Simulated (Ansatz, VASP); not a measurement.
**One calculation of BC2, two programs**

```
CELL_PARAMETERS angstrom
2.99776 0.00000 0.00000
0.00000 2.99776 0.00000
0.00000 0.00000 3.26802
ATOMIC_POSITIONS crystal
B 0.50000 0.50000 0.75000
B 0.50000 0.50000 0.25000
C 0.50000 0.00000 0.70730
C 0.00000 0.50000 0.79270
C 0.00000 0.50000 0.20730
C 0.50000 0.00000 0.29270
```

Alike in both runs: task single point; functional PBE; k mesh 6 × 6 × 6; occupations gaussian, width 0.1 eV; no spin polarisation.

|  | VASP | Ansatz |
| --- | --- | --- |
| version | VASP 6.6.1 | Ansatz 0.2.0 |
| potentials or method | VASP PAW PBE potentials, release 64 (B_h, C_h), cutoff 1300 eV | scalar-relativistic, plane waves, PAW |
| valence electrons in the cell | 22 | 22 |

VASP gave:

- gap on the k mesh at the Fermi level (eV): none
- rms of the force components (eV/Å): 0.165

Problem. What did Ansatz give for the same quantities?

Solution. gap on the k mesh at the Fermi level (eV): none; rms of the force components (eV/Å): 0.166.

Atom by atom the forces differ by 0.001 eV/Å (rms over components). A gap of «none» marks a metal or a gap that the smearing closes. The functional is the same, so the differences come from potentials, cutoffs and numerics.
